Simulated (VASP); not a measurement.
## O: single point with PBE

O:

```
CELL_PARAMETERS angstrom
1.42335 0.82177 3.40830
-1.42335 0.82177 3.40830
0.00000 -1.64354 3.40830
ATOMIC_POSITIONS crystal
O 0.05770 0.05770 0.05770
O 0.94230 0.94230 0.94230
```

```yaml
Program: VASP 6.6.1
Task: single point
Functional: PBE
Potentials_or_basis: VASP PAW PBE potentials, release 64 (O)
Cutoff: 520 eV
k_mesh: 11 × 11 × 11
Occupations: methfessel-paxton, width 0.2 eV
Spin: no spin polarisation
```

The pressure is 9.4 GPa. The largest force is 4.292 eV/Å and the band gap on the k mesh is zero (band 6 reaches 1.23 eV, above the bottom of band 7 at 0.02 eV).

Forces in eV/Å, atoms in the order of the input:
```
O    0.000  0.000  4.292
O    0.000  0.000 -4.292
```

Stress tensor (GPa, compression positive):
```
-6.28  0.00  0.00
 0.00 -6.28  0.00
 0.00  0.00 40.68
```

Levels at points of the mesh, in eV from the Fermi level:
| k point | band 2 | band 3 | band 4 | band 5 | band 6 | band 7 | band 8 | band 9 | band 10 | band 11 |
| --- | --- | --- | --- | --- | --- | --- | --- | --- | --- | --- |
| (0.00, 0.00, 0.00) | -13.85 | -9.14 | -6.58 | -6.58 | 0.57 | 0.57 | 8.30 | 11.73 | 15.04 | 18.71 |

It took 37 s on 1 thread of Intel(R) Xeon(R) Platinum 8488C (Sapphire Rapids), with other jobs on the host, peak memory 0.16 GiB.

Caveat: the standard files for N, O and F lose accuracy on very short bonds; spin is off for a triplet molecule; forces of over 1 eV/Å act on the atoms, so gaps and moduli don't describe the material at rest.
